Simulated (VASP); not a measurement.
Wanted: the native input for a VASP 6.6.1 run.

```yaml
Task: single point
Functional: LDA
Potentials_or_basis: VASP PAW LDA potentials, release 64 (Co, O)
Cutoff: 520 eV
k_mesh: 11 × 11 × 11
Occupations: fermi-dirac, width 0.05 eV
Spin: collinear spin, ferromagnetic start
Starting_moments: "[2.0, 0.0] μB"
Dipole_correction: no
Further_INCAR_settings: ALGO = Normal; EDIFF = 1e-07; NBANDS = 18
```

The structure of CoO lies in POSCAR:

```
CoO
1.0
    1.4747370529      0.8514398345      2.3901185036
   -1.4747370529      0.8514398345      2.3901185036
    0.0000000000     -1.7028796690      2.3901185036
Co O
1 1
Direct
    0.0000000000      0.0000000000      0.0000000000
    0.5000000000      0.5000000000      0.5000000000
```

One way to write it, as run:

INCAR

```
PREC = Accurate
ENCUT = 520
EDIFF = 1E-7
ISMEAR = -1
SIGMA = 0.05
LREAL = False
LASPH = True
NELM = 150
ALGO = Normal
ISIF = 2
LWAVE = False
LCHARG = False
ISPIN = 2
MAGMOM = 2 0
LORBIT = 11
LMAXMIX = 4
NBANDS = 18
```

KPOINTS

```
Automatic mesh
0
Gamma
  11 11 11
```

Potentials or basis: VASP PAW LDA potentials, release 64 (Co, O).

Launch:

```bash
$ cat potpaw_LDA.64/Co/POTCAR potpaw_LDA.64/O/POTCAR > POTCAR
$ mpirun -np 1 vasp_std > vasp.out
```

Results of the run:

```json
{
  "Pressure": "-12.9 GPa",
  "Net moment": "2.30 μB per cell",
  "Site moments": "Co +2.05; O +0.20 μB",
  "Valence electrons inside the program's atomic spheres": "Co 7.99; O 4.95"
}
```

Caveat: a cell with one magnetic atom can't hold antiferromagnetic order, which such compounds often take.

It took 110 s on 1 thread of Intel Xeon 8259CL, with other jobs on the host, peak memory 0.2 GiB.
